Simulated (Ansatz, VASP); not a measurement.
## One calculation of B2W, two programs

File INCAR:

```
ALGO     = Normal         # electronic algorithm
EDIFF    = 1E-8           # SCF threshold, eV
ENCUT    = 520            # plane-wave cutoff, eV
GGA      = CA             # functional
ISIF     = 2              # what is computed and relaxed
ISMEAR   = -1             # smearing method
LASPH    = True           # aspherical terms in the spheres
LCHARG   = False          # write CHGCAR
LEFG     = True         
LREAL    = False          # projectors in reciprocal space
LWAVE    = False          # write WAVECAR
NBANDS   = 17             # bands
NELM     = 100            # most SCF steps
PREC     = Accurate       # precision mode
SIGMA    = 0.05           # smearing width, eV
```

KPOINTS

```
k-points
0
Gamma
  14 14 12
```

POSCAR

```
B2W
1.0
    3.0597428387      0.0000000000      0.0000000000
   -1.5298714194      2.6498150274      0.0000000000
    0.0000000000      0.0000000000      3.0901361816
B W
2 1
Direct
    0.3333333333      0.6666666667      0.5000000000
    0.6666666667      0.3333333333      0.5000000000
    0.0000000000      0.0000000000      0.0000000000
```

Input for Ansatz:

```yaml
crystal:
  lattice:
    - [3.0597428387, 0.0, 0.0]
    - [-1.5298714194, 2.6498150274, 0.0]
    - [0.0, 0.0, 3.0901361816]
  atoms:
    - { symbol: B, position: [0.3333333333, 0.6666666667, 0.5] }
    - { symbol: B, position: [0.6666666667, 0.3333333333, 0.5] }
    - { symbol: W, position: [0.0, 0.0, 0.0] }
kpoints:
  mp_grid: { grid: [14, 14, 12] }
scf:
  occupations: { method: fermi_dirac, width: 0.05 }
hamiltonian:
  xc: lda
  pseudopotentials: { kind: all_electron, datasets: crystal }
output:
  forces: true
  stress: true
  eigenvalues: true
  efg: { contact_densities: true }
```

Change from the starting cell: volume scaled by 1.04, crystal datasets.

Alike in both runs: task electric field gradients; functional LDA; k mesh 14 × 14 × 12; occupations fermi-dirac, width 0.05 eV; no spin polarisation.

```csv
,VASP,Ansatz
version,VASP 6.6.1,Ansatz 0.2.0
potentials or method,"VASP PAW LDA potentials, release 64 (B, W_sv), cutoff 520 eV","all-electron PAW with datasets made for the crystal, scalar-relativistic"
```

```csv
,VASP,Ansatz,Ansatz less VASP
pressure (GPa),7.7,5.9,-1.88
"traceless stress, the component that is largest in VASP (GPa)",10.85,10.64,-0.202
size of Vzz on the site where it differs most (V/Å²),15.9,35.4,+19.49
```

LDA's correlation is that of Perdew and Zunger in VASP and of Perdew and Wang (1992) in Ansatz. Ansatz ran all-electron here, and VASP with PAW potentials.

Neither program's run includes spin-orbit coupling.
